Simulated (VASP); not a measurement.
Wanted: the native input for a VASP 6.6.1 run.

| Property | Result |
| --- | --- |
| Task | single point |
| Functional | PBEsol |
| Potentials or basis | VASP PAW PBE potentials, release 64 (Li_sv) |
| Cutoff | 520 eV |
| k mesh | 18 × 18 × 10 |
| Occupations | gaussian, width 0.15 eV |
| Spin | no spin polarisation |
| Dipole correction | no |
| Further INCAR settings | ALGO = Fast; EDIFF = 1e-06; NBANDS = 10 |

The structure of Li lies in POSCAR:

```
Li
1.0
    3.0643371193      0.0000000000      0.0000000000
   -1.5321685597      2.6537937911      0.0000000000
    0.0000000000      0.0000000000      5.0930000000
Li
2
Direct
    0.3333333333      0.6666666667      0.2500000000
    0.6666666667      0.3333333333      0.7500000000
```

This isn't the form of Li at room conditions, which is bcc.

This cell differs from its parent crystal: strain -0.0150 x Voigt [1, 1, 0, 0, 0, 0].

The input as run:

INCAR

```
ALGO = Fast ; EDIFF = 1E-6
ENCUT = 520 ; GGA = PS
ISIF = 2 ; ISMEAR = 0
LASPH = True ; LCHARG = False
LREAL = False ; LWAVE = False
NBANDS = 10 ; NELM = 100
PREC = Accurate ; SIGMA = 0.15
```

KPOINTS

```
k-points
0
Gamma
  18 18 10
```

Potentials or basis: VASP PAW PBE potentials, release 64 (Li_sv).

The run is started by

```console
$ cat potpaw_PBE.64/Li_sv/POTCAR > POTCAR
$ mpirun -np 1 vasp_std > vasp.out
```

Results of the run:

The band gap on the k mesh is zero (bands 3 and 4 overlap by 4.64 eV).

Caveat: the cell differs from its parent crystal (strain -0.0150 x Voigt [1, 1, 0, 0, 0, 0]).

It took 77 s on 1 thread of Intel(R) Xeon(R) 6975P-C (Granite Rapids), with other jobs on the host, peak memory 0.19 GiB.
